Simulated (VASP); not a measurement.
Write the native input for VASP 6.6.1 that does the following.

```
Task                   : single point
Functional             : PBEsol
Potentials or basis    : VASP PAW PBE potentials, release 64 (Al, N)
Cutoff                 : 520 eV
k mesh                 : 10 × 10 × 10
Occupations            : gaussian, width 0.05 eV
Spin                   : no spin polarisation
Dipole correction      : no
Further INCAR settings : ALGO = Normal; EDIFF = 1e-06; NBANDS = 11
```

The structure of AlN lies in POSCAR:

```
AlN
1.0
    0.0000000000      2.1839935596      2.1839935596
    2.1839935596      0.0000000000      2.1839935596
    2.1839935596      2.1839935596      0.0000000000
Al N
1 1
Direct
    0.0000000000      0.0000000000      0.0000000000
    0.7500000000      0.7500000000      0.6126369576
```

This cell differs from its parent crystal: atom 2 (N) moved by (-0.300, -0.300) A along x and y.

The input as run:

INCAR

```
PREC     = Accurate       # precision mode
ENCUT    = 520            # plane-wave cutoff, eV
EDIFF    = 1E-6           # SCF threshold, eV
ISMEAR   = 0              # smearing method
SIGMA    = 0.05           # smearing width, eV
LREAL    = False          # projectors in reciprocal space
LASPH    = True           # aspherical terms in the spheres
NELM     = 60             # most SCF steps
ALGO     = Normal         # electronic algorithm
ISIF     = 2              # what is computed and relaxed
LWAVE    = False          # write WAVECAR
LCHARG   = False          # write CHGCAR
GGA      = PS             # functional
NBANDS   = 11             # bands
```

KPOINTS

```
Automatic mesh
0
Gamma
  10 10 10
```

Potentials or basis: VASP PAW PBE potentials, release 64 (Al, N).

Command:

```sh
$ cat potpaw_PBE.64/Al/POTCAR potpaw_PBE.64/N/POTCAR > POTCAR
$ mpirun -np 1 vasp_std > vasp.out
```

Results of the run:

```json
{
 "Pressure": "26.2 GPa",
 "Largest force": "10.299 eV/Å",
 "Band gap on the k mesh": "2.24 eV, indirect (least direct gap 2.95 eV)"
}
```

Caveat: the cell differs from its parent crystal (atom 2 (N) moved by (-0.300, -0.300) A along x and y); the PAW data sets were made with another functional, which shifts forces and pressure a little.

Wall time 22 s on 1 thread of Intel(R) Xeon(R) Platinum 8488C (Sapphire Rapids) (shared host), peak memory 0.18 GiB.
